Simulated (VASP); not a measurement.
# Ge in VASP: notebook

The runs below take Ge through single point, with PBEsol.

All numbers are computed with VASP 6.6.1; they aren't measurements. Logs are shortened: lines on timing, memory, paths and dates and some standing lists are left out, and cuts for length are marked.

## 1. The cell of the first run

The structure is cubic, space group Ia-3 (No. 206). Conventional cell: a = 6.731 Å, b = 6.731 Å, c = 6.731 Å, α = 90.00°, β = 90.00°, γ = 90.00°. Ge (site symmetry 3) has 4 Ge at 2.38 to 2.42 Å within 3.1 Å.

## 2. Single point, PBEsol (strain -0.030 along x and y, -0.030 along z)

Input file INCAR:

```
SYSTEM = Ge
PREC = Accurate
ENCUT = 520
EDIFF = 1E-6
ISMEAR = 0
SIGMA = 0.15
LREAL = .FALSE.
LASPH = .TRUE.
NELM = 80
ALGO = Normal
ISIF = 2
LWAVE = .FALSE.
LCHARG = .FALSE.
GGA = PS
NBANDS = 66
```

Input file KPOINTS:

```
Automatic mesh
0
G
  8 8 8
  0 0 0
```

Input file POSCAR:

```
Ge
1.0
   -3.3655732048      3.3655732048      3.3655732048
    3.3655732048     -3.3655732048      3.3655732048
    3.3655732048      3.3655732048     -3.3655732048
Ge
8
Direct
    0.5000000000      0.0000000000      0.7958385091
    0.7958385091      0.5000000000      0.0000000000
    0.0000000000      0.7958385091      0.5000000000
    0.7041614909      0.7041614909      0.7041614909
    0.5000000000      0.0000000000      0.2041614909
    0.2041614909      0.5000000000      0.0000000000
    0.0000000000      0.2041614909      0.5000000000
    0.2958385091      0.2958385091      0.2958385091
```

Potentials or basis: VASP PAW PBE potentials, release 64 (Ge_d).

The run is started by

```console
$ cat potpaw_PBE.64/Ge_d/POTCAR > POTCAR
$ mpirun -np 1 vasp_std > vasp.out
```

OUTCAR:

```text
SYSTEM = Ge
   PREC = Accurate
   ENCUT = 520
   EDIFF = 1E-6
   ISMEAR = 0
   LREAL = .FALSE.
   LASPH = .TRUE.
   NELM = 80
   ISIF = 2
   GGA = PS

 ion  position               nearest neighbor table
   1  0.500  0.000  0.796-   5 2.38   4 2.42   2 2.42   3 2.42
   2  0.796  0.500  0.000-   6 2.38   3 2.42   1 2.42   4 2.42
   3  0.000  0.796  0.500-   7 2.38   4 2.42   1 2.42   2 2.42
   4  0.704  0.704  0.704-   8 2.38   3 2.42   1 2.42   2 2.42
   5  0.500  0.000  0.204-   1 2.38   7 2.42   8 2.42   6 2.42
   6  0.204  0.500  0.000-   2 2.38   5 2.42   7 2.42   8 2.42
   7  0.000  0.204  0.500-   3 2.38   6 2.42   8 2.42   5 2.42
   8  0.296  0.296  0.296-   4 2.38   5 2.42   7 2.42   6 2.42

  LATTYP: Found a body centered cubic cell.
 ALAT       =     6.7311464096

  Lattice vectors:

 A1 = (  -3.3655732048,   3.3655732048,   3.3655732048)
 A2 = (   3.3655732048,  -3.3655732048,   3.3655732048)
 A3 = (   3.3655732048,   3.3655732048,  -3.3655732048)

Analysis of symmetry for initial positions (statically):
=====================================================================
 Subroutine PRICEL returns:
 Original cell was already a primitive cell.

 Routine SETGRP: Setting up the symmetry group for a
 body centered cubic supercell.

 Subroutine GETGRP returns: Found 24 space group operations
 (whereof  6 operations were pure point group operations)
 out of a pool of 48 trial point group operations.

The static configuration has the point symmetry S_6 .
 The point group associated with its full space group is T_h .

Analysis of symmetry for dynamics (positions and initial velocities):
=====================================================================
 Subroutine PRICEL returns:
 Original cell was already a primitive cell.

 Routine SETGRP: Setting up the symmetry group for a
 body centered cubic supercell.

 Subroutine GETGRP returns: Found 24 space group operations
 (whereof  6 operations were pure point group operations)
 out of a pool of 48 trial point group operations.

The dynamic configuration has the point symmetry S_6 .
 The point group associated with its full space group is T_h .

 Subroutine INISYM returns: Found 24 space group operations
 (whereof  6 operations are pure point group operations),
 and found     1 'primitive' translations

----------------------------------------------------------------------------------------

                                     Primitive cell

  volume of cell :     152.4885

  direct lattice vectors                    reciprocal lattice vectors
    -3.365573205  3.365573205  3.365573205     0.000000000  0.148563103  0.148563103
     3.365573205 -3.365573205  3.365573205     0.148563103  0.000000000  0.148563103
     3.365573205  3.365573205 -3.365573205     0.148563103  0.148563103  0.000000000

  length of vectors
     5.829343787  5.829343787  5.829343787     0.210099956  0.210099956  0.210099956

  position of ions in fractional coordinates (direct lattice)
     0.500000000  0.000000000  0.795838509
     0.795838509  0.500000000  0.000000000
     0.000000000  0.795838509  0.500000000
     0.704161491  0.704161491  0.704161491
     0.500000000  0.000000000  0.204161491
     0.204161491  0.500000000  0.000000000
     0.000000000  0.204161491  0.500000000
     0.295838509  0.295838509  0.295838509

  ion indices of the primitive-cell ions
   primitive index   ion index
                 1           1
                 2           2
                 3           3
                 4           4
                 5           5
                 6           6
                 7           7
                 8           8

----------------------------------------------------------------------------------------

 KPOINTS: Automatic mesh

Automatic generation of k-mesh.
 Grid dimensions read from file:
 generate k-points for:    8    8    8

 Generating k-lattice:

  Cartesian coordinates                     Fractional coordinates (reciprocal lattice)
     0.000000000  0.018570388  0.018570388     0.125000000  0.000000000  0.000000000
     0.018570388  0.000000000  0.018570388     0.000000000  0.125000000  0.000000000
     0.018570388  0.018570388  0.000000000     0.000000000  0.000000000  0.125000000

  Length of vectors
     0.026262494  0.026262494  0.026262494

  Shift w.r.t. Gamma in fractional coordinates (k-lattice)
     0.000000000  0.000000000  0.000000000

 Subroutine IBZKPT returns following result:
 ===========================================

 Found     35 irreducible k-points:

 Following reciprocal coordinates:
            Coordinates               Weight
  0.000000  0.000000  0.000000      1.000000
  0.125000  0.000000  0.000000     12.000000
  0.250000  0.000000  0.000000     12.000000
  0.375000  0.000000  0.000000     12.000000
  0.500000  0.000000  0.000000      6.000000
  0.125000  0.125000  0.000000     24.000000
[... 16 lines left out ...]
  0.500000  0.500000  0.125000     12.000000
 -0.375000  0.500000  0.125000     24.000000
 [... further k-points ...]
   k-points           NKPTS =     35   k-points in BZ     NKDIM =     35   number of bands    NBANDS=     66
   number of dos      NEDOS =    301   number of ions     NIONS =      8
   total plane-waves  NPLWV = 110592
   dimension x,y,z NGX =    48 NGY =   48 NGZ =   48
   dimension x,y,z NGXF=    96 NGYF=   96 NGZF=   96
   ions per type =               8
   NGX,Y,Z   is equivalent  to a cutoff of  13.69, 13.69, 13.69 a.u.
   NGXF,Y,Z  is equivalent  to a cutoff of  27.38, 27.38, 27.38 a.u.
 SYSTEM =  Ge
   PREC   = accura    normal or accurate (medium, high low for compatibility)
   ISTART =      0    job   : 0-new  1-cont  2-samecut
   ICHARG =      2    charge: 1-file 2-atom 10-const
   ISPIN  =      1    spin polarized calculation?
   LNONCOLLINEAR =      F non collinear calculations
   LSORBIT =      F    spin-orbit coupling
   LASPH  =      T    aspherical Exc in radial PAW
   ENCUT  =  520.0 eV  38.22 Ry    6.18 a.u.  10.84 10.84 10.84*2*pi/ulx,y,z
   NELM   =     80;   NELMIN=  2; NELMDL= -5     # of ELM steps
   EDIFF  = 0.1E-05   stopping-criterion for ELM
   LREAL  =      F    real-space projection
   EDIFFG = 0.1E-04   stopping-criterion for IOM
   NSW    =      0    number of steps for IOM
   IBRION =     -1    ionic relax: 0-MD 1-quasi-New 2-CG
   NFREE  =      0    steps in history (QN), initial steepest desc. (CG)
   ISIF   =      2    stress and relaxation
   ISYM   =      2    0-nonsym 1-usesym 2-fastsym
   POTIM  = 0.5000    time-step for ionic-motion
   TEBEG  =    0.0;   TEEND  =   0.0 temperature during run
   PSTRESS=    0.0 pullay stress
   NELECT =     112.0000    total number of electrons
   NUPDOWN=      -1.0000    fix difference up-down
   EMIN   =  10.00;   EMAX   =-10.00  energy-range for DOS
   EFERMI =   0.00;   METHOD = LEGACY
   ISMEAR =     0;   SIGMA  =   0.15  broadening in eV -4-tet -1-fermi 0-gaus
   EFERMI_NEDOS =   21; number of points for ismear=-14 and -15
   IALGO  =     38    algorithm
   IMIX   =      4    mixing-type and parameters
     AMIX     =   0.40;   BMIX     =  1.00
     AMIX_MAG =   1.60;   BMIX_MAG =  1.00
  volume/ion in A,a.u.               =      19.06       128.63
  Fermi-wavevector in a.u.,A,eV,Ry     =   1.477072  2.791262 29.684416  2.181743
  Thomas-Fermi vector in A             =   2.591521
   LORBIT       =      0    0 simple, 1 ext, 2 COOP (PROOUT), +10 PAW based schemes
   GGA     = PS    functional components
   LHFCALC =     F    Hartree Fock is set to
   AEXX    =    0.0000 exact exchange contribution
   IVDW    =     0    specifies the selected vdW correction
   LEPSILON=     F    determine dielectric tensor
   LRPA    =     F    only Hartree local field effects (RPA)
 non-spin polarized calculation
 Gauss-broadening in eV      SIGMA  =   0.15
  energy-cutoff  :      520.00
  volume of cell :      152.49
 maximum number of plane-waves:      4134
 NGX is ok and might be reduce to    48
   NGX = 21   NGY = 21   NGZ = 21

 number of electron     111.9999996 magnetization

 Free energy of the ion-electron system (eV)
  ---------------------------------------------------
  ext. energy  EPLUGINS =         0.00000000
  ---------------------------------------------------
  free energy    TOTEN  =       -38.24556196 eV

  energy without entropy =      -38.23005723  energy(sigma->0) =      -38.23780959

 E-fermi :   6.5777     XC(G=0): -11.1446

 val. band max:        6.5197124852   @ k =  -0.3750  -0.3750   0.1250
 cond. band min:       6.6252219065   @ k =   0.5000   0.5000   0.3750
 fundamental gap:      0.1055094213
 Fermi energy:         6.5777382361

 k-point     1 :       0.0000    0.0000    0.0000
  band No.  band energies     occupation
      1     -18.4298      2.00000
      2     -18.4220      2.00000
      3     -18.4220      2.00000
      4     -18.4220      2.00000
      5     -18.4080      2.00000
      6     -18.4080      2.00000
[... 58 lines left out ...]
     65      11.8662      0.00000
     66      13.6803      0.00000

 k-point     2 :       0.1250    0.0000    0.0000
  band No.  band energies     occupation
      1     -18.4303      2.00000
      2     -18.4266      2.00000
      3     -18.4222      2.00000
      4     -18.4201      2.00000
      5     -18.4034      2.00000
      6     -18.4030      2.00000
[... 58 lines left out ...]
     65      12.1659      0.00000
     66      12.8188      0.00000

 k-point     3 :       0.2500    0.0000    0.0000
  band No.  band energies     occupation
      1     -18.4319      2.00000
      2     -18.4317      2.00000
      3     -18.4201      2.00000
      4     -18.4157      2.00000
      5     -18.4021      2.00000
      6     -18.3967      2.00000
[... 1438 lines left out ...]
     65      11.0963      0.00000
     66      11.1174      0.00000

 k-point    24 :      -0.3750    0.5000    0.1250
  band No.  band energies     occupation
      1     -18.4358      2.00000
      2     -18.4336      2.00000
      3     -18.4279      2.00000
      4     -18.3926      2.00000
      5     -18.3877      2.00000
      6     -18.3802      2.00000
[... 58 lines left out ...]
     65      11.2695      0.00000
     66      11.3576      0.00000

 [... further k-points ...]
[... 5 lines left out ...]
  --------------------------------------------------------------------------------------
  -------------------------------------------------------------------------------------
  Total        7.4960933      7.4960933      7.4960933     -0.0000000      0.0000000      0.0000000
  in kB       78.7604979     78.7604979     78.7604979     -0.0000000      0.0000000      0.0000000
  external PRESSURE =      78.7604979 kB  Pullay stress =       0.0000000 kB

 VOLUME and BASIS-vectors are now :
 -----------------------------------------------------------------------------
  energy-cutoff  :      520.00
  volume of cell :      152.49
      direct lattice vectors                 reciprocal lattice vectors
    -3.365573205  3.365573205  3.365573205     0.000000000  0.148563103  0.148563103
     3.365573205 -3.365573205  3.365573205     0.148563103  0.000000000  0.148563103
     3.365573205  3.365573205 -3.365573205     0.148563103  0.148563103  0.000000000

 POSITION                                       TOTAL-FORCE (eV/Angst)
 -----------------------------------------------------------------------------------
      0.99567      4.36124     -0.99567        -0.191040     -0.191040      0.191040
     -0.99567      0.99567      4.36124         0.191040     -0.191040     -0.191040
      4.36124     -0.99567      0.99567        -0.191040      0.191040     -0.191040
      2.36991      2.36991      2.36991         0.191040      0.191040      0.191040
     -0.99567      2.36991      0.99567         0.191040      0.191040     -0.191040
      0.99567     -0.99567      2.36991        -0.191040      0.191040      0.191040
      2.36991      0.99567     -0.99567         0.191040     -0.191040      0.191040
      0.99567      0.99567      0.99567        -0.191040     -0.191040     -0.191040
 -----------------------------------------------------------------------------------
    total drift:                               -0.000000     -0.000000     -0.000000

  FREE ENERGIE OF THE ION-ELECTRON SYSTEM (eV)
  ---------------------------------------------------
  free  energy   TOTEN  =       -38.2455619596 eV

  energy  without entropy=      -38.2300572288  energy(sigma->0) =      -38.23780959
```

It took 11 min on 1 thread of Intel Xeon 8259CL, shared host; peak memory 0.46 GiB.

What came out:

- Free energy: -38.2456 eV
- Pressure: 7.9 GPa
- Largest force: 0.331 eV/Å
- Band gap on the k mesh: zero (bands 56 and 57 overlap by 0.57 eV)

Forces on the atoms (eV/Å):
```
Ge  -0.191 -0.191  0.191
Ge   0.191 -0.191 -0.191
Ge  -0.191  0.191 -0.191
Ge   0.191  0.191  0.191
Ge   0.191  0.191 -0.191
Ge  -0.191  0.191  0.191
Ge   0.191 -0.191  0.191
Ge  -0.191 -0.191 -0.191
```

Levels at points of the mesh, in eV from the Fermi level:
```
           k point  band 54  band 55  band 56  band 57  band 58  band 59
(0.00, 0.00, 0.00)    -1.54    -1.54    -0.99     1.72     1.72     1.72
(0.50, 0.00, 0.00)    -2.21    -1.33    -1.33     0.36     0.36     1.90
(0.50, 0.50, 0.50)    -1.37     0.43     0.43     0.43     1.81     2.72
```

Caveat: the cell differs from its parent crystal (strain -0.030 along x and y, -0.030 along z); the cell stands under pressure; semilocal functionals underestimate gaps, so a narrow gap can read as zero; the PAW data sets were made with another functional, which shifts forces and pressure a little.

(Part 1 of 2 ends here.)
